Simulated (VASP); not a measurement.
# InGaN (P6mm) in VASP: notebook

The runs below take InGaN through single point, relaxation of cell and atoms, with PBE.

All numbers are computed with VASP 6.6.1; they aren't measurements. Logs are shortened: lines on timing, memory, paths and dates and some standing lists are left out, and cuts for length are marked.

## (1) The cell of the first run

The structure is hexagonal, space group P6mm (No. 183). Conventional cell: a = 2.878 Å, b = 2.878 Å, c = 4.703 Å, α = 90.00°, β = 90.00°, γ = 120.00°. Within 1.5 Å of In (site symmetry 6mm) lie 1 N at 1.09 Å. Ga (site symmetry 6mm) has 1 N at 1.09 Å within 1.5 Å. N (site symmetry 6mm) has 1 Ga at 1.09 Å and 1 In at 1.09 Å within 1.5 Å.

The cell was generated, and may not be a known phase.

## (2) Single point, PBE

File INCAR:

```
SYSTEM = InGaN
  PREC = Accurate
  ENCUT = 520
  EDIFF = 1E-6
  ISMEAR = 0
  SIGMA = 0.1
  LREAL = .False.
  LASPH = .True.
  NELM = 100
  ALGO = Normal
  ISIF = 2
  LWAVE = .False.
  LCHARG = .True.
  GGA = PE
  LELF = .True.
  LVHAR = .True.
  NBANDS = 22
```

File KPOINTS:

```
Automatic mesh
0
Gamma
  6 6 4
  0 0 0
```

File POSCAR:

```
InGaN
1.0
    2.8783947800      0.0000000000      0.0000000000
   -1.4391973900      2.4927630000      0.0000000000
    0.0000000000      0.0000000000      4.7031885600
In Ga N
1 1 1
Direct
    0.0000000000      0.0000000000      0.1533932300
    0.0000000000      0.0000000000      0.6173166400
    0.0000000000      0.0000000000      0.3855442300
```

Potentials or basis: VASP PAW PBE potentials, release 64 (In_d, Ga_d, N).

Command:

```bash
$ cat potpaw_PBE.64/In_d/POTCAR potpaw_PBE.64/Ga_d/POTCAR potpaw_PBE.64/N/POTCAR > POTCAR
$ mpirun -np 1 vasp_std > vasp.out
```

OUTCAR:

```text
SYSTEM = InGaN
   PREC = Accurate
   ENCUT = 520
   EDIFF = 1E-6
   ISMEAR = 0
   LREAL = .False.
   LASPH = .True.
   NELM = 100
   ISIF = 2
   GGA = PE

 ion  position               nearest neighbor table
   1  0.000  0.000  0.153-   3 1.09   2 2.18   2 2.52
   2  0.000  0.000  0.617-   3 1.09   1 2.18   1 2.52
   3  0.000  0.000  0.386-   2 1.09   1 1.09

 -----------------------------------------------------------------------------
|                                                                             |
|           W    W    AA    RRRRR   N    N  II  N    N   GGGG   !!!           |
|           W    W   A  A   R    R  NN   N  II  NN   N  G    G  !!!           |
|           W    W  A    A  R    R  N N  N  II  N N  N  G       !!!           |
|           W WW W  AAAAAA  RRRRR   N  N N  II  N  N N  G  GGG   !            |
|           WW  WW  A    A  R   R   N   NN  II  N   NN  G    G                |
|           W    W  A    A  R    R  N    N  II  N    N   GGGG   !!!           |
|                                                                             |
|     The distance between some ions is very small. Please check the          |
|     nearest-neighbor list in the OUTCAR file.                               |
|     I HOPE YOU KNOW WHAT YOU ARE DOING!                                     |
|                                                                             |
 -----------------------------------------------------------------------------

  LATTYP: Found a hexagonal cell.
 ALAT       =     2.8783947800
 C/A-ratio  =     1.6339623017

  Lattice vectors:

 A1 = (   2.8783947800,   0.0000000000,   0.0000000000)
 A2 = (  -1.4391973900,   2.4927630000,   0.0000000000)
 A3 = (   0.0000000000,   0.0000000000,   4.7031885600)

Analysis of symmetry for initial positions (statically):
=====================================================================
 Subroutine PRICEL returns:
 Original cell was already a primitive cell.

 Routine SETGRP: Setting up the symmetry group for a
 hexagonal supercell.

 Subroutine GETGRP returns: Found 12 space group operations
 (whereof 12 operations were pure point group operations)
 out of a pool of 24 trial point group operations.

The static configuration has the point symmetry C_6v.

Analysis of symmetry for dynamics (positions and initial velocities):
=====================================================================
 Subroutine PRICEL returns:
 Original cell was already a primitive cell.

 Routine SETGRP: Setting up the symmetry group for a
 hexagonal supercell.

 Subroutine GETGRP returns: Found 12 space group operations
 (whereof 12 operations were pure point group operations)
 out of a pool of 24 trial point group operations.

The dynamic configuration has the point symmetry C_6v.

 Subroutine INISYM returns: Found 12 space group operations
 (whereof 12 operations are pure point group operations),
 and found     1 'primitive' translations

----------------------------------------------------------------------------------------

                                     Primitive cell

  volume of cell :      33.7461

  direct lattice vectors                    reciprocal lattice vectors
     2.878394780  0.000000000  0.000000000     0.347415861  0.200580641  0.000000000
    -1.439197390  2.492763000  0.000000000     0.000000000  0.401161282  0.000000000
     0.000000000  0.000000000  4.703188560     0.000000000  0.000000000  0.212621711

  length of vectors
     2.878394780  2.878394779  4.703188560     0.401161281  0.401161282  0.212621711

  position of ions in fractional coordinates (direct lattice)
     0.000000000  0.000000000  0.153393230
     0.000000000  0.000000000  0.617316640
     0.000000000  0.000000000  0.385544230

  ion indices of the primitive-cell ions
   primitive index   ion index
                 1           1
                 2           2
                 3           3

----------------------------------------------------------------------------------------

 KPOINTS: Automatic mesh

Automatic generation of k-mesh.
 Grid dimensions read from file:
 generate k-points for:    6    6    4

 Generating k-lattice:

  Cartesian coordinates                     Fractional coordinates (reciprocal lattice)
     0.057902643  0.033430107  0.000000000     0.166666667  0.000000000  0.000000000
     0.000000000  0.066860214  0.000000000     0.000000000  0.166666667  0.000000000
     0.000000000  0.000000000  0.053155428     0.000000000  0.000000000  0.250000000

  Length of vectors
     0.066860214  0.066860214  0.053155428

  Shift w.r.t. Gamma in fractional coordinates (k-lattice)
     0.000000000  0.000000000  0.000000000

 Subroutine IBZKPT returns following result:
 ===========================================

 Found     21 irreducible k-points:

 Following reciprocal coordinates:
            Coordinates               Weight
  0.000000  0.000000  0.000000      1.000000
  0.166667  0.000000  0.000000      6.000000
  0.333333  0.000000  0.000000      6.000000
  0.500000  0.000000  0.000000      3.000000
  0.166667  0.166667  0.000000      6.000000
  0.333333  0.166667  0.000000     12.000000
[... 13 lines left out ...]
  0.333333  0.166667  0.500000     12.000000
  0.333333  0.333333  0.500000      2.000000
   k-points           NKPTS =     21   k-points in BZ     NKDIM =     21   number of bands    NBANDS=     22
   number of dos      NEDOS =    301   number of ions     NIONS =      3
   total plane-waves  NPLWV =  20736
   dimension x,y,z NGX =    24 NGY =   24 NGZ =   36
   dimension x,y,z NGXF=    48 NGYF=   48 NGZF=   72
   ions per type =               1   1   1
   NGX,Y,Z   is equivalent  to a cutoff of  13.86, 13.86, 12.73 a.u.
   NGXF,Y,Z  is equivalent  to a cutoff of  27.72, 27.72, 25.45 a.u.
 SYSTEM =  InGaN
   PREC   = accura    normal or accurate (medium, high low for compatibility)
   ISTART =      0    job   : 0-new  1-cont  2-samecut
   ICHARG =      2    charge: 1-file 2-atom 10-const
   ISPIN  =      1    spin polarized calculation?
   LNONCOLLINEAR =      F non collinear calculations
   LSORBIT =      F    spin-orbit coupling
   LASPH  =      T    aspherical Exc in radial PAW
   ENCUT  =  520.0 eV  38.22 Ry    6.18 a.u.   5.35  5.35  8.74*2*pi/ulx,y,z
   NELM   =    100;   NELMIN=  2; NELMDL= -5     # of ELM steps
   EDIFF  = 0.1E-05   stopping-criterion for ELM
   LREAL  =      F    real-space projection
   EDIFFG = 0.1E-04   stopping-criterion for IOM
   NSW    =      0    number of steps for IOM
   IBRION =     -1    ionic relax: 0-MD 1-quasi-New 2-CG
   NFREE  =      0    steps in history (QN), initial steepest desc. (CG)
   ISIF   =      2    stress and relaxation
   ISYM   =      2    0-nonsym 1-usesym 2-fastsym
   POTIM  = 0.5000    time-step for ionic-motion
   TEBEG  =    0.0;   TEEND  =   0.0 temperature during run
   PSTRESS=    0.0 pullay stress
   NELECT =      31.0000    total number of electrons
   NUPDOWN=      -1.0000    fix difference up-down
   EMIN   =  10.00;   EMAX   =-10.00  energy-range for DOS
   EFERMI =   0.00;   METHOD = LEGACY
   ISMEAR =     0;   SIGMA  =   0.10  broadening in eV -4-tet -1-fermi 0-gaus
   EFERMI_NEDOS =   21; number of points for ismear=-14 and -15
   IALGO  =     38    algorithm
   IMIX   =      4    mixing-type and parameters
     AMIX     =   0.40;   BMIX     =  1.00
     AMIX_MAG =   1.60;   BMIX_MAG =  1.00
  volume/ion in A,a.u.               =      11.25        75.91
  Fermi-wavevector in a.u.,A,eV,Ry     =   1.591430  3.007366 34.458778  2.532649
  Thomas-Fermi vector in A             =   2.689971
   LORBIT       =      0    0 simple, 1 ext, 2 COOP (PROOUT), +10 PAW based schemes
   GGA     = PE    functional components
   LHFCALC =     F    Hartree Fock is set to
   AEXX    =    0.0000 exact exchange contribution
   IVDW    =     0    specifies the selected vdW correction
   LEPSILON=     F    determine dielectric tensor
   LRPA    =     F    only Hartree local field effects (RPA)
 non-spin polarized calculation
 Gauss-broadening in eV      SIGMA  =   0.10
  energy-cutoff  :      520.00
  volume of cell :       33.75
 maximum number of plane-waves:       923
 NGX is ok and might be reduce to    24
   NGX = 11   NGY = 11   NGZ = 17

 number of electron      30.9999993 magnetization

 Free energy of the ion-electron system (eV)
  ---------------------------------------------------
  ext. energy  EPLUGINS =         0.00000000
  ---------------------------------------------------
  free energy    TOTEN  =        54.65382814 eV

  energy without entropy =       54.65750283  energy(sigma->0) =       54.65566548

 E-fermi :  13.1832     XC(G=0): -12.6072

 val. band max:       13.0937867923   @ k =   0.3333   0.1667   0.0000
 cond. band min:      13.2131620380   @ k =   0.5000   0.0000   0.0000
 fundamental gap:      0.1193752458
 Fermi energy:        13.1832146383

 k-point     1 :       0.0000    0.0000    0.0000
  band No.  band energies     occupation
      1     -14.0526      2.00000
      2      -9.7753      2.00000
      3      -9.7753      2.00000
      4      -9.5431      2.00000
      5      -5.4976      2.00000
      6      -5.4976      2.00000
[... 14 lines left out ...]
     21      26.5747      0.00000
     22      26.5747      0.00000

 k-point     2 :       0.1667    0.0000    0.0000
  band No.  band energies     occupation
      1     -14.0115      2.00000
      2      -9.9848      2.00000
      3      -9.8126      2.00000
      4      -9.4754      2.00000
      5      -5.5334      2.00000
      6      -5.5058      2.00000
[... 14 lines left out ...]
     21      24.2633      0.00000
     22      25.9830      0.00000

 k-point     3 :       0.3333    0.0000    0.0000
  band No.  band energies     occupation
      1     -13.9274      2.00000
      2     -10.3201      2.00000
      3      -9.8871      2.00000
      4      -9.4026      2.00000
      5      -5.6022      2.00000
      6      -5.5218      2.00000
[... 14 lines left out ...]
     21      22.2520      0.00000
     22      23.3883      0.00000
[... 401 lines left out ...]
 k-point    20 :       0.3333    0.1667    0.5000
  band No.  band energies     occupation
      1     -13.7088      2.00000
      2     -10.3120      2.00000
      3      -9.9455      2.00000
      4      -9.7025      2.00000
      5      -5.8479      2.00000
      6      -5.7381      2.00000
[... 14 lines left out ...]
     21      23.6911      0.00000
     22      24.6488      0.00000

 k-point    21 :       0.3333    0.3333    0.5000
  band No.  band energies     occupation
      1     -13.6874      2.00000
      2     -10.1788      2.00000
      3     -10.1788      2.00000
      4      -9.6917      2.00000
      5      -5.8098      2.00000
      6      -5.8098      2.00000
[... 14 lines left out ...]
     21      24.5362      0.00000
     22      24.5362      0.00000

------------------------ aborting loop because EDIFF is reached ----------------------------------------

  FORCE on cell =-STRESS in cart. coord.  units (eV):
  Direction    XX          YY          ZZ          XY          YZ          ZX
  --------------------------------------------------------------------------------------
  -------------------------------------------------------------------------------------
  Total       10.3856323     10.3856322    360.3212027      0.0000000     -0.0000000      0.0000000
  in kB      493.0827214    493.0827207  17107.1105448      0.0000000     -0.0000000      0.0000000
  external PRESSURE =    6031.0919956 kB  Pullay stress =       0.0000000 kB

 VOLUME and BASIS-vectors are now :
 -----------------------------------------------------------------------------
  energy-cutoff  :      520.00
  volume of cell :       33.75
      direct lattice vectors                 reciprocal lattice vectors
     2.878394780  0.000000000  0.000000000     0.347415861  0.200580641  0.000000000
    -1.439197390  2.492763000  0.000000000     0.000000000  0.401161282  0.000000000
     0.000000000  0.000000000  4.703188560     0.000000000  0.000000000  0.212621711

 POSITION                                       TOTAL-FORCE (eV/Angst)
 -----------------------------------------------------------------------------------
      0.00000      0.00000      0.72144         0.000000     -0.000000   -186.453006
      0.00000      0.00000      2.90336        -0.000000      0.000000    141.270654
      0.00000      0.00000      1.81329         0.000000     -0.000000     45.182352
 -----------------------------------------------------------------------------------
    total drift:                               -0.000001     -0.000001     -0.003021

  FREE ENERGIE OF THE ION-ELECTRON SYSTEM (eV)
  ---------------------------------------------------
  free  energy   TOTEN  =        54.6538281360 eV

  energy  without entropy=       54.6575028329  energy(sigma->0) =       54.65566548
```

Run time: 22 s. Hardware: 1 thread of Intel Xeon Platinum 8375C at 2.90GHz (Ice Lake), shared host; peak memory 0.16 GiB.

The run converged, but its numbers aren't listed here, since they failed a check.

Caveat: the k points lie up to 0.42 Å⁻¹ apart, too coarse for converged energies and pressures of a metal; atoms lie so close that the PAW spheres overlap strongly, which falsifies energies and pressures; spin-orbit coupling is left out, which moves the levels of the heavy elements; forces of over 1 eV/Å act on the atoms, so gaps and moduli don't describe the material at rest.

(Continued in part 2 of 2.)
